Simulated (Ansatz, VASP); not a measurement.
## Si5C3 in VASP and in Ansatz

```
Si C
1.0
     3.17578    0.00000    0.00000
    -1.58789    2.75030    0.00000
     0.00000    0.00000   11.21182
Si C
5 3
Direct
  0.00000 0.00000 0.02793
  0.33333 0.66667 0.25069
  0.66667 0.33333 0.47507
  0.33333 0.66667 0.70008
  0.33333 0.66667 0.91114
  0.00000 0.00000 0.19746
  0.33333 0.66667 0.42040
  0.66667 0.33333 0.64622
```

Alike in both runs: functional PBE; k mesh 12 × 12 × 4; occupations gaussian, width 0.1 eV; no spin polarisation.

Ansatz relaxed the structure, and its values are those at the end. VASP's run is a single point on that final structure, the one shown.

|  | VASP | Ansatz |
| --- | --- | --- |
| version | VASP 6.6.1 | Ansatz 0.2.0 |
| potentials or method | VASP PAW PBE potentials, release 64 (Si, C), cutoff 520 eV | scalar-relativistic, plane waves, PAW |
| valence electrons in the cell | 32 | 32 |

VASP gave:

| Item | Value |
| --- | --- |
| gap on the k mesh at the Fermi level (eV) | none |
| pressure (GPa) | -0.1 |
| rms of the force components (eV/Å) | 0.004 |

Q: Estimate Ansatz's values.

A: gap on the k mesh at the Fermi level (eV): none; pressure (GPa): 0.0; rms of the force components (eV/Å): 0.001.

A gap of «none» marks a metal or a gap that the smearing closes. With one functional, cell and mesh, what is left measures potentials, basis and numerics.
